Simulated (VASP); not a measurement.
# MoS (P6_3/mmc) in VASP: single point with PBE+U

Aim: the single point of MoS with PBE+U.

Everything below comes from runs of VASP 6.6.1. Logs are shortened: lines on timing, memory, paths and dates and some standing lists are left out, and cuts for length are marked.

**1. The cell of the first run**

It takes space group P6_3/mmc (No. 194, hexagonal). The conventional cell has a = 3.816 Å, b = 3.816 Å, c = 6.645 Å, α = 90.00°, β = 90.00°, γ = 120.00°. Within 3.6 Å of Mo (site symmetry -3m) lie 6 S at 2.76 Å and 2 Mo at 3.32 Å. Within 3.6 Å of S (site symmetry -6m2) lie 6 Mo at 2.76 Å.

**2. Single point, PBE+U, collinear spin**

INCAR

```
SYSTEM = MoS
PREC     = Accurate       ! precision mode
ENCUT    = 520            ! plane-wave cutoff, eV
EDIFF    = 1E-7           ! SCF threshold, eV
ISMEAR   = 0              ! smearing method
SIGMA    = 0.1            ! smearing width, eV
LREAL    = .False.        ! projectors in reciprocal space
LASPH    = .True.         ! aspherical terms in the spheres
NELM     = 150            ! most SCF steps
ALGO     = Normal         ! electronic algorithm
ISIF     = 2              ! what is computed and relaxed
LWAVE    = .False.        ! write WAVECAR
LCHARG   = .False.        ! write CHGCAR
ISPIN    = 2              ! spin polarisation
MAGMOM   = 0.5 0.5 0 0    ! initial moments
LORBIT   = 11             ! projections on sites
LMAXMIX  = 4              ! l up to which the mixer works
LDAU     = .True.         ! DFT+U
LDAUTYPE = 2            
LDAUL    = 2 -1           ! shell
LDAUU    = 4.38 0         ! U, eV
LDAUJ    = 0 0          
LDAUPRINT= 1            
GGA      = PE             ! functional
NBANDS   = 32             ! bands
```

KPOINTS

```
Automatic mesh
0
Gamma
  12 12 6
  0 0 0
```

POSCAR

```
MoS
1.0
    3.8164719870     -0.0000000001      0.0000000000
   -1.9082359934      3.3051616936      0.0000000000
    0.0000000000      0.0000000000      6.6447851839
Mo S
2 2
Direct
    0.0000000000      0.0000000000      0.0000000000
    0.0000000000      0.0000000000      0.5000000000
    0.3333333333      0.6666666667      0.2500000000
    0.6666666667      0.3333333333      0.7500000000
```

Potentials or basis: VASP PAW PBE potentials, release 64 (Mo_sv, S).

The run is started by

```bash
$ cat potpaw_PBE.64/Mo_sv/POTCAR potpaw_PBE.64/S/POTCAR > POTCAR
$ mpirun -np 1 vasp_std > vasp.out
```

OUTCAR:

```text
SYSTEM = MoS
   PREC = Accurate
   ENCUT = 520
   EDIFF = 1E-7
   ISMEAR = 0
   LREAL = .False.
   LASPH = .True.
   NELM = 150
   ISIF = 2
   ISPIN = 2
   LORBIT = 11
   GGA = PE

 ion  position               nearest neighbor table
   1  0.000  0.000  0.000-   3 2.76   4 2.76   3 2.76   4 2.76   4 2.76   3 2.76   2 3.32   2 3.32

   2  0.000  0.000  0.500-   3 2.76   4 2.76   3 2.76   4 2.76   4 2.76   3 2.76   1 3.32   1 3.32

   3  0.333  0.667  0.250-   1 2.76   2 2.76   1 2.76   2 2.76   1 2.76   2 2.76
   4  0.667  0.333  0.750-   1 2.76   2 2.76   1 2.76   2 2.76   1 2.76   2 2.76

  LATTYP: Found a hexagonal cell.
 ALAT       =     3.8164719870
 C/A-ratio  =     1.7410805599

  Lattice vectors:

 A1 = (   3.8164719870,  -0.0000000001,   0.0000000000)
 A2 = (  -1.9082359934,   3.3051616936,   0.0000000000)
 A3 = (   0.0000000000,   0.0000000000,   6.6447851839)

Analysis of symmetry for initial positions (statically):
=====================================================================
 Subroutine PRICEL returns:
 Original cell was already a primitive cell.

 Routine SETGRP: Setting up the symmetry group for a
 hexagonal supercell.

 Subroutine GETGRP returns: Found 24 space group operations
 (whereof 12 operations were pure point group operations)
 out of a pool of 24 trial point group operations.

The static configuration has the point symmetry D_3d.
 The point group associated with its full space group is D_6h.

Analysis of symmetry for dynamics (positions and initial velocities):
=====================================================================
 Subroutine PRICEL returns:
 Original cell was already a primitive cell.

 Routine SETGRP: Setting up the symmetry group for a
 hexagonal supercell.

 Subroutine GETGRP returns: Found 24 space group operations
 (whereof 12 operations were pure point group operations)
 out of a pool of 24 trial point group operations.

The dynamic configuration has the point symmetry D_3d.
 The point group associated with its full space group is D_6h.

Analysis of structural, dynamic, and magnetic symmetry:
=====================================================================
 Subroutine PRICEL returns:
 Original cell was already a primitive cell.

 Routine SETGRP: Setting up the symmetry group for a
 hexagonal supercell.

 Subroutine GETGRP returns: Found 24 space group operations
 (whereof 12 operations were pure point group operations)
 out of a pool of 24 trial point group operations.

The overall configuration has the point symmetry D_3d.
 The point group associated with its full space group is D_6h.

 Subroutine INISYM returns: Found 24 space group operations
 (whereof 12 operations are pure point group operations),
 and found     1 'primitive' translations

----------------------------------------------------------------------------------------

                                     Primitive cell

  volume of cell :      83.8177

  direct lattice vectors                    reciprocal lattice vectors
     3.816471987 -0.000000000  0.000000000     0.262022099  0.151278529  0.000000000
    -1.908235993  3.305161694  0.000000000     0.000000000  0.302557059  0.000000000
     0.000000000  0.000000000  6.644785184     0.000000000  0.000000000  0.150493955

  length of vectors
     3.816471987  3.816471987  6.644785184     0.302557059  0.302557059  0.150493955

  position of ions in fractional coordinates (direct lattice)
     0.000000000  0.000000000  0.000000000
     0.000000000  0.000000000  0.500000000
     0.333333333  0.666666667  0.250000000
     0.666666667  0.333333333  0.750000000

  ion indices of the primitive-cell ions
   primitive index   ion index
                 1           1
                 2           2
                 3           3
                 4           4

----------------------------------------------------------------------------------------

 KPOINTS: Automatic mesh
[... 101 lines left out ...]
   LEPSILON=     F    determine dielectric tensor
   LRPA    =     F    only Hartree local field effects (RPA)
 spin polarized calculation
 Gauss-broadening in eV      SIGMA  =   0.10
  energy-cutoff  :      520.00
  volume of cell :       83.82
 maximum number of plane-waves:      2277
   NGX = 15   NGY = 15   NGZ = 25

atom =   1  type =  1  l = 2

 onsite density matrix

spin component  1

  0.7745 -0.0000 -0.0000  0.1085 -0.0000
 -0.0000  0.6628 -0.0000  0.0000  0.1085
 -0.0000 -0.0000  0.8517 -0.0000 -0.0000
  0.1085  0.0000 -0.0000  0.6628  0.0000
 -0.0000  0.1085 -0.0000  0.0000  0.7745

spin component  2

  0.0357  0.0000 -0.0000 -0.0296  0.0000
  0.0000  0.0610  0.0000  0.0000 -0.0296
 -0.0000  0.0000  0.0248  0.0000 -0.0000
 -0.0296  0.0000  0.0000  0.0610 -0.0000
  0.0000 -0.0296 -0.0000 -0.0000  0.0357

 occupancies and eigenvectors

  o =  0.0162  v =  0.0000  0.0000  0.0000  0.0000  0.0000 -0.2101  0.5327  0.0000 -0.1385  0.8080      0.0000  0.0000  0.0000  0.0000  0.0000  0.0000  0.0000  0.0000  0.0000  0.0000
  o =  0.0162  v =  0.0000  0.0000  0.0000  0.0000  0.0000 -0.8080 -0.1385 -0.0000 -0.5327 -0.2101      0.0000  0.0000  0.0000  0.0000  0.0000  0.0000  0.0000  0.0000  0.0000  0.0000
  o =  0.0248  v =  0.0000  0.0000  0.0000  0.0000  0.0000  0.0000  0.0000 -1.0000  0.0000  0.0000      0.0000  0.0000  0.0000  0.0000  0.0000  0.0000  0.0000  0.0000  0.0000  0.0000
  o =  0.0805  v =  0.0000  0.0000  0.0000  0.0000  0.0000  0.1401  0.8074  0.0000 -0.2126 -0.5323      0.0000  0.0000  0.0000  0.0000  0.0000  0.0000  0.0000  0.0000  0.0000  0.0000
  o =  0.0805  v =  0.0000  0.0000  0.0000  0.0000  0.0000 -0.5323  0.2126  0.0000  0.8074 -0.1401      0.0000  0.0000  0.0000  0.0000  0.0000  0.0000  0.0000  0.0000  0.0000  0.0000
  o =  0.5966  v = -0.1326 -0.8256  0.0000  0.2174  0.5036  0.0000  0.0000  0.0000  0.0000  0.0000      0.0000  0.0000  0.0000  0.0000  0.0000  0.0000  0.0000  0.0000  0.0000  0.0000
  o =  0.5966  v = -0.5036  0.2174 -0.0000  0.8256 -0.1326  0.0000  0.0000  0.0000  0.0000  0.0000      0.0000  0.0000  0.0000  0.0000  0.0000  0.0000  0.0000  0.0000  0.0000  0.0000
  o =  0.8406  v =  0.2174 -0.5036 -0.0000  0.1326 -0.8255  0.0000  0.0000  0.0000  0.0000  0.0000      0.0000  0.0000  0.0000  0.0000  0.0000  0.0000  0.0000  0.0000  0.0000  0.0000
  o =  0.8406  v =  0.8255  0.1326  0.0000  0.5036  0.2174  0.0000  0.0000  0.0000  0.0000  0.0000      0.0000  0.0000  0.0000  0.0000  0.0000  0.0000  0.0000  0.0000  0.0000  0.0000
  o =  0.8517  v = -0.0000 -0.0000  1.0000 -0.0000 -0.0000  0.0000  0.0000  0.0000  0.0000  0.0000      0.0000  0.0000  0.0000  0.0000  0.0000  0.0000  0.0000  0.0000  0.0000  0.0000

atom =   2  type =  1  l = 2

 onsite density matrix

spin component  1

  0.7745  0.0000 -0.0000 -0.1085 -0.0000
  0.0000  0.6628  0.0000  0.0000 -0.1085
 -0.0000  0.0000  0.8517  0.0000 -0.0000
 -0.1085  0.0000  0.0000  0.6628 -0.0000
 -0.0000 -0.1085 -0.0000 -0.0000  0.7745

spin component  2

  0.0357 -0.0000 -0.0000  0.0296  0.0000
 -0.0000  0.0610 -0.0000  0.0000  0.0296
 -0.0000 -0.0000  0.0248 -0.0000 -0.0000
  0.0296  0.0000 -0.0000  0.0610  0.0000
  0.0000  0.0296 -0.0000  0.0000  0.0357

 occupancies and eigenvectors

  o =  0.0162  v =  0.0000  0.0000  0.0000  0.0000  0.0000 -0.2138 -0.5321  0.0000  0.1410  0.8070      0.0000  0.0000  0.0000  0.0000  0.0000  0.0000  0.0000  0.0000  0.0000  0.0000
  o =  0.0162  v =  0.0000  0.0000  0.0000  0.0000  0.0000 -0.8070  0.1410 -0.0000  0.5321 -0.2138      0.0000  0.0000  0.0000  0.0000  0.0000  0.0000  0.0000  0.0000  0.0000  0.0000
  o =  0.0248  v =  0.0000  0.0000  0.0000  0.0000  0.0000  0.0000 -0.0000 -1.0000 -0.0000  0.0000      0.0000  0.0000  0.0000  0.0000  0.0000  0.0000  0.0000  0.0000  0.0000  0.0000
  o =  0.0805  v =  0.0000  0.0000  0.0000  0.0000  0.0000  0.1403 -0.8073  0.0000  0.2128 -0.5323      0.0000  0.0000  0.0000  0.0000  0.0000  0.0000  0.0000  0.0000  0.0000  0.0000
  o =  0.0805  v =  0.0000  0.0000  0.0000  0.0000  0.0000 -0.5323 -0.2128  0.0000 -0.8073 -0.1403      0.0000  0.0000  0.0000  0.0000  0.0000  0.0000  0.0000  0.0000  0.0000  0.0000
  o =  0.5966  v = -0.1326  0.8255  0.0000 -0.2174  0.5036  0.0000  0.0000  0.0000  0.0000  0.0000      0.0000  0.0000  0.0000  0.0000  0.0000  0.0000  0.0000  0.0000  0.0000  0.0000
  o =  0.5966  v = -0.5036 -0.2174 -0.0000 -0.8255 -0.1326  0.0000  0.0000  0.0000  0.0000  0.0000      0.0000  0.0000  0.0000  0.0000  0.0000  0.0000  0.0000  0.0000  0.0000  0.0000
  o =  0.8406  v =  0.2174  0.5036 -0.0000 -0.1326 -0.8255  0.0000  0.0000  0.0000  0.0000  0.0000      0.0000  0.0000  0.0000  0.0000  0.0000  0.0000  0.0000  0.0000  0.0000  0.0000
  o =  0.8406  v =  0.8255 -0.1326  0.0000 -0.5036  0.2174  0.0000  0.0000  0.0000  0.0000  0.0000      0.0000  0.0000  0.0000  0.0000  0.0000  0.0000  0.0000  0.0000  0.0000  0.0000
  o =  0.8517  v = -0.0000  0.0000  1.0000  0.0000 -0.0000  0.0000  0.0000  0.0000  0.0000  0.0000      0.0000  0.0000  0.0000  0.0000  0.0000  0.0000  0.0000  0.0000  0.0000  0.0000

 number of electron      40.0000011 magnetization       7.9146312

 Free energy of the ion-electron system (eV)
  ---------------------------------------------------
  ext. energy  EPLUGINS =         0.00000000
  ---------------------------------------------------
  free energy    TOTEN  =       -22.08159972 eV

  energy without entropy =      -22.07490870  energy(sigma->0) =      -22.07825421

 E-fermi :   7.7297     XC(G=0): -10.4301

 val. band max:        7.7242916566   @ k =   0.0000   0.0000   0.0000
 cond. band min:       7.7323822578   @ k =   0.4167   0.0000   0.5000
 fundamental gap:      0.0080906012
 Fermi energy:         7.7296860240

 spin component 1

 k-point     1 :       0.0000    0.0000    0.0000
  band No.  band energies     occupation
      1     -54.5437      1.00000
      2     -54.5334      1.00000
      3     -28.8690      1.00000
      4     -28.7488      1.00000
      5     -28.7488      1.00000
      6     -28.7344      1.00000
[... 1673 lines left out ...]
     31      15.5794      0.00000
     32      15.6201      0.00000

 [... further k-points ...]

------------------------ aborting loop because EDIFF is reached ----------------------------------------

  FORCE on cell =-STRESS in cart. coord.  units (eV):
  Direction    XX          YY          ZZ          XY          YZ          ZX
  --------------------------------------------------------------------------------------
  -------------------------------------------------------------------------------------
  Total       -0.9524671     -0.9524671     -1.0230083     -0.0000000      0.0000000      0.0000000
  in kB      -18.2064314    -18.2064314    -19.5548285     -0.0000000      0.0000000      0.0000000
  external PRESSURE =     -18.6558971 kB  Pullay stress =       0.0000000 kB

 VOLUME and BASIS-vectors are now :
 -----------------------------------------------------------------------------
  energy-cutoff  :      520.00
  volume of cell :       83.82
      direct lattice vectors                 reciprocal lattice vectors
     3.816471987 -0.000000000  0.000000000     0.262022099  0.151278529  0.000000000
    -1.908235993  3.305161694  0.000000000     0.000000000  0.302557059  0.000000000
     0.000000000  0.000000000  6.644785184     0.000000000  0.000000000  0.150493955

 POSITION                                       TOTAL-FORCE (eV/Angst)
 -----------------------------------------------------------------------------------
      0.00000      0.00000      0.00000         0.000000     -0.000000      0.000000
      0.00000      0.00000      3.32239         0.000000     -0.000000      0.000000
     -0.00000      2.20344      1.66120         0.000000      0.000000     -0.000000
      1.90824      1.10172      4.98359        -0.000000     -0.000000      0.000000
 -----------------------------------------------------------------------------------
    total drift:                               -0.000000     -0.000000      0.000000

  FREE ENERGIE OF THE ION-ELECTRON SYSTEM (eV)
  ---------------------------------------------------
  free  energy   TOTEN  =       -22.0815997231 eV

  energy  without entropy=      -22.0749086958  energy(sigma->0) =      -22.07825421

 total charge

# of ion       s       p       d       tot
------------------------------------------
    1        2.180   6.057   3.908  12.145
    2        2.180   6.057   3.908  12.145
    3        1.339   2.353   0.000   3.692
    4        1.339   2.353   0.000   3.692
--------------------------------------------------
tot          7.037  16.821   7.816  31.674

 magnetization (x)

# of ion       s       p       d       tot
------------------------------------------
    1        0.051   0.031   3.481   3.564
    2        0.051   0.031   3.481   3.564
    3        0.022  -0.128   0.000  -0.107
    4        0.022  -0.128   0.000  -0.107
--------------------------------------------------
tot          0.146  -0.194   6.963   6.914
```

Run time: 8.1 min. Hardware: 1 thread of Intel Xeon 8259CL, shared host; peak memory 0.41 GiB.

Results:

| Property | Result |
| --- | --- |
| Free energy | -22.0816 eV |
| Pressure | -1.9 GPa |
| Net moment | 7.91 μB per cell |
| Site moments | Mo +3.56; S -0.11 μB |
| Valence electrons inside the program's atomic spheres | Mo 12.14; S 3.69 |

Stress tensor (GPa, compression positive):
```
-1.82  0.00  0.00
 0.00 -1.82  0.00
 0.00  0.00 -1.96
```

Eigenvalues of the final occupation matrices:
```tsv
site	spin	trace	eigenvalues
site 1 d	1	3.73	0.60 0.60 0.84 0.84 0.85
site 1 d	2	0.22	0.02 0.02 0.02 0.08 0.08
site 2 d	1	3.73	0.60 0.60 0.84 0.84 0.85
site 2 d	2	0.22	0.02 0.02 0.02 0.08 0.08
```
